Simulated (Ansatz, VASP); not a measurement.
# BeTe: VASP beside Ansatz

The input INCAR:

```
PREC = Accurate
ENCUT = 600
EDIFF = 1E-6
ISMEAR = 0
SIGMA = 0.1
LREAL = F
LASPH = T
NELM = 80
ALGO = Normal
ISIF = 3
LWAVE = F
LCHARG = F
GGA = PE
IBRION = 2
NSW = 90
EDIFFG = -0.04
```

File KPOINTS:

```
regular mesh
0
Gamma
  8 8 8
```

Contents of POSCAR:

```
BeTe
1.0
   -1.7375302600      1.7375302600      5.9430843000
    1.7375302600     -1.7375302600      5.9430843000
    1.7375302600      1.7375302600     -5.9430843000
Be Te
2 2
Direct
    0.0000000000      0.0000000000      0.0000000000
    0.7500000000      0.2500000000      0.5000000000
    0.5000000000      0.5000000000      0.0000000000
    0.2500000000      0.7500000000      0.5000000000
```

Input for Ansatz:

```yaml
crystal:
  lattice:
    - [-1.73753026, 1.73753026, 5.9430843]
    - [1.73753026, -1.73753026, 5.9430843]
    - [1.73753026, 1.73753026, -5.9430843]
  atoms:
    - { symbol: Be, position: [0.0, 0.0, 0.0] }
    - { symbol: Be, position: [0.75, 0.25, 0.5] }
    - { symbol: Te, position: [0.5, 0.5, 0.0] }
    - { symbol: Te, position: [0.25, 0.75, 0.5] }
basis:
  ecutwfc: 420
kpoints:
  mp_grid: { grid: [8, 8, 8] }
hamiltonian:
  xc: pbe
scf:
  occupations: { method: gaussian, width: 0.1 }
  lower_state_search: "off"
output:
  forces: true
  stress: true
  eigenvalues: true
relax:
  adjacent_minimum: "off"
  f_tol: 0.04
  max_steps: 70
  cell: { stress_tol: 0.4 }
```

Change from the starting cell: species swapped into the TaP type (I4_1/amd, No. 141).

Alike in both runs: task relaxation of cell and atoms; functional PBE; k mesh 8 × 8 × 8; occupations gaussian, width 0.1 eV; no spin polarisation.

|  | VASP | Ansatz |
| --- | --- | --- |
| version | VASP 6.6.1 | Ansatz 0.2.0 |
| potentials or method | VASP PAW PBE potentials, release 64 (Be, Te), cutoff 600 eV | scalar-relativistic, plane waves, PAW |
| valence electrons in the cell | 16 | 36 |

Ansatz gave:

* gap on the k mesh at the Fermi level, each at its own relaxed structure (eV): none
* relaxed volume (Å³/atom): 27.57
* relaxed length of the cell vector where the two differ most in proportion (Å): 9.012

**Question.** Estimate VASP's values.

**Answer.** gap on the k mesh at the Fermi level, each at its own relaxed structure (eV): none; relaxed volume (Å³/atom): 29.47; relaxed length of the cell vector where the two differ most in proportion (Å): 9.565.

A gap of «none» marks a metal or a gap that the smearing closes. One of these differences is far larger than is usual between the two programs; its cause wasn't traced. VASP's potentials hold 16 valence electrons a cell and Ansatz's 36, so a difference there can come from the potentials and not from the codes.

Spin-orbit coupling is off throughout. Noted on VASP's run: the volume moved by over 15 % at a fixed basis, so the end points are rough.
